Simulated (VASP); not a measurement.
# GaSb (qe600) (F-43m) in VASP: a series of runs

GaSb (qe600) is run at these levels: LDA; tasks: single point, relaxation of cell and atoms.

Everything below comes from runs of VASP 6.6.1. Logs are shortened: lines on timing, memory, paths and dates and some standing lists are left out, and cuts for length are marked.

## Step 1: The cell of the first run

It takes space group F-43m (No. 216, cubic). The conventional cell has a = 6.049 Å, b = 6.049 Å, c = 6.049 Å, α = 90.00°, β = 90.00°, γ = 90.00°. Ga (site symmetry -43m) has 4 Sb at 2.62 Å within 3.5 Å. Within 3.5 Å of Sb (site symmetry -43m) lie 4 Ga at 2.62 Å.

## Step 2: Single point, LDA

The input, INCAR:

```
PREC     = Accurate       # precision mode
ENCUT    = 520            # plane-wave cutoff, eV
EDIFF    = 1E-6           # SCF threshold, eV
ISMEAR   = 0              # smearing method
SIGMA    = 0.1            # smearing width, eV
LREAL    = False          # projectors in reciprocal space
LASPH    = True           # aspherical terms in the spheres
NELM     = 80             # most SCF steps
ALGO     = Normal         # electronic algorithm
ISIF     = 2              # what is computed and relaxed
LWAVE    = False          # write WAVECAR
LCHARG   = False          # write CHGCAR
NBANDS   = 16             # bands
```

The input, KPOINTS:

```
regular mesh
0
Gamma
  10 10 10
```

The input, POSCAR:

```
GaSb
1.0
    0.0000000000      3.0244353169      3.0244353169
    3.0244353169      0.0000000000      3.0244353169
    3.0244353169      3.0244353169      0.0000000000
Ga Sb
1 1
Direct
    0.0000000000      0.0000000000      0.0000000000
    0.2500000000      0.2500000000      0.2500000000
```

Potentials or basis: VASP PAW LDA potentials, release 64 (Ga_d, Sb).

The run is started by

```
$ cat potpaw_LDA.64/Ga_d/POTCAR potpaw_LDA.64/Sb/POTCAR > POTCAR
$ mpirun -np 1 vasp_std > vasp.out
```

OUTCAR:

```text
PREC = Accurate
   ENCUT = 520
   EDIFF = 1E-6
   ISMEAR = 0
   LREAL = False
   LASPH = True
   NELM = 80
   ISIF = 2

 ion  position               nearest neighbor table
   1  0.000  0.000  0.000-   2 2.62   2 2.62   2 2.62   2 2.62
   2  0.250  0.250  0.250-   1 2.62   1 2.62   1 2.62   1 2.62

  LATTYP: Found a face centered cubic cell.
 ALAT       =     6.0488706338

  Lattice vectors:

 A1 = (   0.0000000000,   3.0244353169,   3.0244353169)
 A2 = (   3.0244353169,   0.0000000000,   3.0244353169)
 A3 = (   3.0244353169,   3.0244353169,   0.0000000000)

Analysis of symmetry for initial positions (statically):
=====================================================================
 Subroutine PRICEL returns:
 Original cell was already a primitive cell.

 Routine SETGRP: Setting up the symmetry group for a
 face centered cubic supercell.

 Subroutine GETGRP returns: Found 24 space group operations
 (whereof 24 operations were pure point group operations)
 out of a pool of 48 trial point group operations.

The static configuration has the point symmetry T_d .

Analysis of symmetry for dynamics (positions and initial velocities):
=====================================================================
 Subroutine PRICEL returns:
 Original cell was already a primitive cell.

 Routine SETGRP: Setting up the symmetry group for a
 face centered cubic supercell.

 Subroutine GETGRP returns: Found 24 space group operations
 (whereof 24 operations were pure point group operations)
 out of a pool of 48 trial point group operations.

The dynamic configuration has the point symmetry T_d .

 Subroutine INISYM returns: Found 24 space group operations
 (whereof 24 operations are pure point group operations),
 and found     1 'primitive' translations

----------------------------------------------------------------------------------------

                                     Primitive cell

  volume of cell :      55.3303

  direct lattice vectors                    reciprocal lattice vectors
     0.000000000  3.024435317  3.024435317    -0.165320117  0.165320117  0.165320117
     3.024435317  0.000000000  3.024435317     0.165320117 -0.165320117  0.165320117
     3.024435317  3.024435317  0.000000000     0.165320117  0.165320117 -0.165320117

  length of vectors
     4.277197444  4.277197444  4.277197444     0.286342842  0.286342842  0.286342842

  position of ions in fractional coordinates (direct lattice)
     0.000000000  0.000000000  0.000000000
     0.250000000  0.250000000  0.250000000

  ion indices of the primitive-cell ions
   primitive index   ion index
[... 70 lines left out ...]
   LSORBIT =      F    spin-orbit coupling
   LASPH  =      T    aspherical Exc in radial PAW
   ENCUT  =  520.0 eV  38.22 Ry    6.18 a.u.   7.95  7.95  7.95*2*pi/ulx,y,z
   NELM   =     80;   NELMIN=  2; NELMDL= -5     # of ELM steps
   EDIFF  = 0.1E-05   stopping-criterion for ELM
   LREAL  =      F    real-space projection
   EDIFFG = 0.1E-04   stopping-criterion for IOM
   NSW    =      0    number of steps for IOM
   IBRION =     -1    ionic relax: 0-MD 1-quasi-New 2-CG
   NFREE  =      0    steps in history (QN), initial steepest desc. (CG)
   ISIF   =      2    stress and relaxation
   ISYM   =      2    0-nonsym 1-usesym 2-fastsym
   POTIM  = 0.5000    time-step for ionic-motion
   TEBEG  =    0.0;   TEEND  =   0.0 temperature during run
   PSTRESS=    0.0 pullay stress
   NELECT =      18.0000    total number of electrons
   NUPDOWN=      -1.0000    fix difference up-down
   EMIN   =  10.00;   EMAX   =-10.00  energy-range for DOS
   EFERMI =   0.00;   METHOD = LEGACY
   ISMEAR =     0;   SIGMA  =   0.10  broadening in eV -4-tet -1-fermi 0-gaus
   EFERMI_NEDOS =   21; number of points for ismear=-14 and -15
   IALGO  =     38    algorithm
   IMIX   =      4    mixing-type and parameters
     AMIX     =   0.40;   BMIX     =  1.00
     AMIX_MAG =   1.60;   BMIX_MAG =  1.00
  volume/ion in A,a.u.               =      27.67       186.69
  Fermi-wavevector in a.u.,A,eV,Ry     =   1.125930  2.127699 17.248354  1.267718
  Thomas-Fermi vector in A             =   2.262609
   LORBIT       =      0    0 simple, 1 ext, 2 COOP (PROOUT), +10 PAW based schemes
   GGA     = CA    functional components
   LHFCALC =     F    Hartree Fock is set to
   AEXX    =    0.0000 exact exchange contribution
   IVDW    =     0    specifies the selected vdW correction
   LEPSILON=     F    determine dielectric tensor
   LRPA    =     F    only Hartree local field effects (RPA)
 non-spin polarized calculation
 Gauss-broadening in eV      SIGMA  =   0.10
  energy-cutoff  :      520.00
  volume of cell :       55.33
 maximum number of plane-waves:      1524
   NGX = 15   NGY = 15   NGZ = 15

 number of electron      17.9999989 magnetization

 Free energy of the ion-electron system (eV)
  ---------------------------------------------------
  ext. energy  EPLUGINS =         0.00000000
  ---------------------------------------------------
  free energy    TOTEN  =        -8.67223652 eV

  energy without entropy =       -8.67210625  energy(sigma->0) =       -8.67217139

 E-fermi :   5.1240     XC(G=0):  -9.5442

 val. band max:        5.0363018580   @ k =   0.0000   0.0000   0.0000
 cond. band min:       5.1562269046   @ k =   0.0000   0.0000   0.0000
 fundamental gap:      0.1199250466
 Fermi energy:         5.1239509631

 k-point     1 :       0.0000    0.0000    0.0000
  band No.  band energies     occupation
      1     -10.1785      2.00000
      2     -10.1785      2.00000
      3     -10.1785      2.00000
      4     -10.1238      2.00000
      5     -10.1238      2.00000
      6      -6.7220      2.00000
[... 433 lines left out ...]
      3     -10.1573      2.00000
      4     -10.1335      2.00000
      5     -10.1208      2.00000
      6      -5.0408      2.00000
[... 8 lines left out ...]
     15      15.3799      0.00000
     16      15.5096      0.00000

 [... further k-points ...]
[... 5 lines left out ...]
  --------------------------------------------------------------------------------------
  -------------------------------------------------------------------------------------
  Total        0.0640356      0.0640356      0.0640356      0.0000000      0.0000000     -0.0000000
  in kB        1.8542538      1.8542538      1.8542538      0.0000000      0.0000000     -0.0000000
  external PRESSURE =       1.8542538 kB  Pullay stress =       0.0000000 kB

 VOLUME and BASIS-vectors are now :
 -----------------------------------------------------------------------------
  energy-cutoff  :      520.00
  volume of cell :       55.33
      direct lattice vectors                 reciprocal lattice vectors
     0.000000000  3.024435317  3.024435317    -0.165320117  0.165320117  0.165320117
     3.024435317  0.000000000  3.024435317     0.165320117 -0.165320117  0.165320117
     3.024435317  3.024435317  0.000000000     0.165320117  0.165320117 -0.165320117

 POSITION                                       TOTAL-FORCE (eV/Angst)
 -----------------------------------------------------------------------------------
      0.00000      0.00000      0.00000         0.000000      0.000000      0.000000
      1.51222      1.51222      1.51222        -0.000000     -0.000000     -0.000000
 -----------------------------------------------------------------------------------
    total drift:                                0.000000      0.000000      0.000001

  FREE ENERGIE OF THE ION-ELECTRON SYSTEM (eV)
  ---------------------------------------------------
  free  energy   TOTEN  =        -8.6722365166 eV

  energy  without entropy=       -8.6721062539  energy(sigma->0) =       -8.67217139
```

OSZICAR:

```text
N       E                     dE             d eps       ncg     rms          rms(c)
DAV:   1     0.845529507069E+02    0.84553E+02   -0.86736E+03  1512   0.142E+03
DAV:   2    -0.212745988485E+01   -0.86680E+02   -0.83221E+02  1824   0.303E+02
DAV:   3    -0.868003271787E+01   -0.65526E+01   -0.65345E+01  1848   0.661E+01
DAV:   4    -0.879851789324E+01   -0.11849E+00   -0.11847E+00  1912   0.982E+00
DAV:   5    -0.880127011458E+01   -0.27522E-02   -0.27522E-02  1920   0.132E+00    0.343E+00
DAV:   6    -0.870951520412E+01    0.91755E-01   -0.73107E-02  2280   0.423E+00    0.199E+00
DAV:   7    -0.867240328253E+01    0.37112E-01   -0.51144E-02  1752   0.174E+00    0.295E-01
DAV:   8    -0.867216385555E+01    0.23943E-03   -0.47391E-03  1848   0.794E-01    0.105E-01
DAV:   9    -0.867224286592E+01   -0.79010E-04   -0.34199E-04  1864   0.154E-01    0.416E-02
DAV:  10    -0.867223468465E+01    0.81813E-05   -0.17502E-05  1984   0.341E-02    0.144E-02
DAV:  11    -0.867223655231E+01   -0.18677E-05   -0.44153E-06  1744   0.186E-02    0.575E-03
DAV:  12    -0.867223651660E+01    0.35715E-07   -0.20576E-07  1032   0.331E-03
   1 F= -.86722365E+01 E0= -.86721714E+01  d E =-.130263E-03
```

stdout:

```text
POSCAR found type information on POSCAR GaSb
 POSCAR found :  2 types and       2 ions
 scaLAPACK will be used
 LDA part: xc-table for (Slater(with rela. corr.)+CA(PZ))
 , standard interpolation
 POSCAR, INCAR and KPOINTS ok, starting setup
 FFT: planning ... GRIDC
 FFT: planning ... GRID_SOFT
 FFT: planning ... GRID
 WAVECAR not read
 entering main loop
```

Wall time 22 s (1 thread of Intel Xeon 6975P-C, shared host); peak memory 0.18 GiB.

Results:

| Property | Result |
| --- | --- |
| Free energy | -8.6722 eV |
| Pressure | 0.2 GPa |
| Band gap on the k mesh | 0.12 eV, direct |

Caveat: spin-orbit coupling is left out, which moves the levels of the heavy elements.

## Step 3: Relaxation of cell and atoms, LDA

The input, INCAR:

```
PREC     = Accurate       # precision mode
ENCUT    = 600            # plane-wave cutoff, eV
EDIFF    = 1E-6           # SCF threshold, eV
ISMEAR   = 0              # smearing method
SIGMA    = 0.01           # smearing width, eV
LREAL    = False          # projectors in reciprocal space
LASPH    = True           # aspherical terms in the spheres
NELM     = 60             # most SCF steps
ALGO     = Normal         # electronic algorithm
ISIF     = 3              # what is computed and relaxed
LWAVE    = False          # write WAVECAR
LCHARG   = False          # write CHGCAR
GGA      = CA             # functional
IBRION   = 2              # ionic algorithm
NSW      = 100            # ionic steps
EDIFFG   = -0.002         # ionic threshold
```

The input, KPOINTS:

```
regular mesh
0
Gamma
  8 8 8
```

POSCAR is that of step 2.

Potentials or basis: VASP PAW LDA potentials, release 64 (Ga_d, Sb).

The run is started by

```
$ cat potpaw_LDA.64/Ga_d/POTCAR potpaw_LDA.64/Sb/POTCAR > POTCAR
$ mpirun -np 1 vasp_std > vasp.out
```

It took 45 s on 1 thread of Intel Xeon 6975P-C, shared host; peak memory 0.19 GiB.

It converged, with:

```yaml
Free_energy: -8.6664 eV
Relaxed_volume: 27.75 Å³/atom
Relaxed_cell: a = 4.281 Å, b = 4.281 Å, c = 4.281 Å, α = 60.00°, β = 60.00°, γ = 60.00°
Space_group_after_relaxing_to_0.05_Å: F-43m (No. 216)
Energy_gained_by_relaxing: 0.0 meV/atom
Ionic_steps: 6
Pressure_after_relaxing: 0.0 GPa
Band_gap_on_the_k_mesh: 0.10 eV, direct
```

Final structure:
```yaml
crystal:
  lattice:
    - [0.00000, 3.02736, 3.02736]
    - [3.02736, 0.00000, 3.02736]
    - [3.02736, 3.02736, 0.00000]
  atoms:
    - { symbol: Ga, position: [0.00000, 0.00000, 0.00000] }
    - { symbol: Sb, position: [0.25000, 0.25000, 0.25000] }
```

Levels at points of the mesh, in eV from the valence-band top:
```csv
k point,band 5,band 6,band 7,band 8,band 9,band 10,band 11,band 12,band 13
"(0.00, 0.00, 0.00)",-15.16,-11.74,0.00,0.00,0.00,0.10,2.74,2.74,2.74
"(0.50, 0.00, 0.00)",-15.16,-10.04,-6.56,-1.21,-1.21,0.36,3.71,3.71,6.29
"(0.50, 0.50, 0.00)",-15.16,-9.16,-7.00,-2.69,-2.69,0.80,1.10,8.78,8.78
```

Caveat: spin-orbit coupling is left out, which moves the levels of the heavy elements. A k mesh can miss the band edges.

## Step 4: Relaxation of cell and atoms, LDA

This run uses another cell than the first one, of 28.89 Å³/atom, 1.044 times its volume.

The input, INCAR:

```
SYSTEM = GaSb
PREC = Accurate
ENCUT = 600
EDIFF = 1E-7
ISMEAR = 0
SIGMA = 0.1
LREAL = .False.
LASPH = .True.
NELM = 60
ALGO = Normal
ISIF = 3
LWAVE = .False.
LCHARG = .False.
IBRION = 2
NSW = 100
EDIFFG = -0.002
```

The input, KPOINTS:

```
regular mesh
0
Gamma
  10 10 10
  0 0 0
```

The input, POSCAR:

```
GaSb
1.0
    0.0000000000      3.0686043200      3.0686043200
    3.0686043200      0.0000000000      3.0686043200
    3.0686043200      3.0686043200      0.0000000000
Ga Sb
1 1
Direct
    0.0000000000      0.0000000000      0.0000000000
    0.2500000000      0.2500000000      0.2500000000
```

The run is started by

```
$ cat potpaw_LDA.64/Ga_d/POTCAR potpaw_LDA.64/Sb/POTCAR > POTCAR
$ mpirun -np 1 vasp_std > vasp.out
```

It took 53 s on 1 thread of Intel Xeon 6975P-C, shared host; peak memory 0.21 GiB.

It converged, with:

```yaml
Free_energy: -8.6726 eV
Relaxed_volume: 27.76 Å³/atom
Relaxed_cell: a = 4.282 Å, b = 4.282 Å, c = 4.282 Å, α = 60.00°, β = 60.00°, γ = 60.00°
Space_group_after_relaxing_to_0.05_Å: F-43m (No. 216)
Energy_gained_by_relaxing: 7.4 meV/atom
Ionic_steps: 3
Pressure_after_relaxing: 0.0 GPa
Band_gap_on_the_k_mesh: 0.09 eV, direct
```

Step by step:
```tsv
step	energy change (eV)	largest force (eV/Å)	pressure (GPa)	volume (Å³)
1	0.0000	0.0000	-2.04	57.79
2	-0.0131	0.0000	0.77	54.77
3	-0.0149	0.0000	0.00	55.52
```

Final structure:
```cif
data_structure
_symmetry_space_group_name_H-M 'P 1'
_symmetry_Int_Tables_number 1
_cell_length_a 4.2821
_cell_length_b 4.2821
_cell_length_c 4.2821
_cell_angle_alpha 60.000
_cell_angle_beta 60.000
_cell_angle_gamma 60.000
_cell_volume 55.52
loop_
_atom_site_label
_atom_site_type_symbol
_atom_site_fract_x
_atom_site_fract_y
_atom_site_fract_z
_atom_site_occupancy
Ga1 Ga 0.00000 0.00000 0.00000 1
Sb1 Sb 0.25000 0.25000 0.25000 1
```

Levels at points of the mesh, in eV from the valence-band top:
```
           k point  band 6  band 7  band 8  band 9  band 10  band 11  band 12  band 13
(0.00, 0.00, 0.00)  -11.73    0.00    0.00    0.00     0.09     2.74     2.74     2.74
(0.50, 0.00, 0.00)  -10.03   -6.56   -1.20   -1.20     0.36     3.71     3.71     6.29
(0.50, 0.50, 0.00)   -9.16   -6.99   -2.68   -2.68     0.80     1.11     8.77     8.77
```

Caveat: spin-orbit coupling is left out, which moves the levels of the heavy elements. A k mesh can miss the band edges.

## Step 5: Summary

| task | cell | k mesh | cutoff (eV) | smearing | gap on the mesh (eV) | pressure (GPa) | relaxed volume (Å³/atom) |
| --- | --- | --- | --- | --- | --- | --- | --- |
| single point | a = 4.277 Å, angles 60.0°, 2 atoms | 10 × 10 × 10 | 520 | gaussian 0.1 eV | 0.12 | 0.2 | - |
| relaxation of cell and atoms | relaxed from a = 4.277 Å, angles 60.0°, 2 atoms | 8 × 8 × 8 | 600 | gaussian 0.01 eV | 0.10 | 0.0 | 27.75 |
| relaxation of cell and atoms | relaxed from a = 4.340 Å, angles 60.0°, 2 atoms | 10 × 10 × 10 | 600 | gaussian 0.1 eV | 0.09 | 0.0 | 27.76 |

Alike in all rows: level LDA; potentials or basis VASP PAW LDA potentials, release 64 (Ga_d, Sb); no spin polarisation.

Caveats: spin-orbit coupling is left out, which moves the levels of the heavy elements.

Absolute energies hang on the potentials; compare differences alone.
